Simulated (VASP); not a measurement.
Input of a VASP 6.6.1 run:

File INCAR:

```
  PREC = Accurate
  ENCUT = 520
  EDIFF = 1E-6
  ISMEAR = -5
  SIGMA = 0.05
  LREAL = F
  LASPH = T
  NELM = 150
  ALGO = Fast
  ISIF = 2
  LWAVE = F
  LCHARG = F
  MAGMOM = 0 0 0
  LORBIT = 11
  LSORBIT = T
  GGA_COMPAT = F
  LORBMOM = T
  LMAXMIX = 4
  LDAU = T
  LDAUTYPE = 2
  LDAUL = 2
  LDAUU = 7
  LDAUJ = 0
  LDAUPRINT = 1
  GGA = CA
  NBANDS = 21
```

The input KPOINTS:

```
Automatic mesh
0
Gamma
  10 10 10
```

POSCAR

```
Hf
1.0
   -1.8050000000      1.8050000000      1.8050000000
    1.8050000000     -1.8050000000      1.8050000000
    1.8050000000      1.8050000000     -1.8050000000
Hf
1
Direct
    0.0000000000      0.0000000000      0.0000000000
```

Potentials or basis: VASP PAW LDA potentials, release 64 (Hf_pv).

Launch:

```bash
$ cat potpaw_LDA.64/Hf_pv/POTCAR > POTCAR
$ mpirun -np 1 vasp_ncl > vasp.out
```

**Question.** Predict the net moment.

**Answer.** 0.00 μB per cell.

**Question.** Estimate the pressure.

**Answer.** 10.9 GPa.

Moments on the atoms (μB; x, y, z):
```
Hf  0.00 0.00 0.00
```

Caveat: the cell stands under pressure; the U is typed as a test and isn't derived for this compound. The state reached can hang on the start; a lower one may exist.
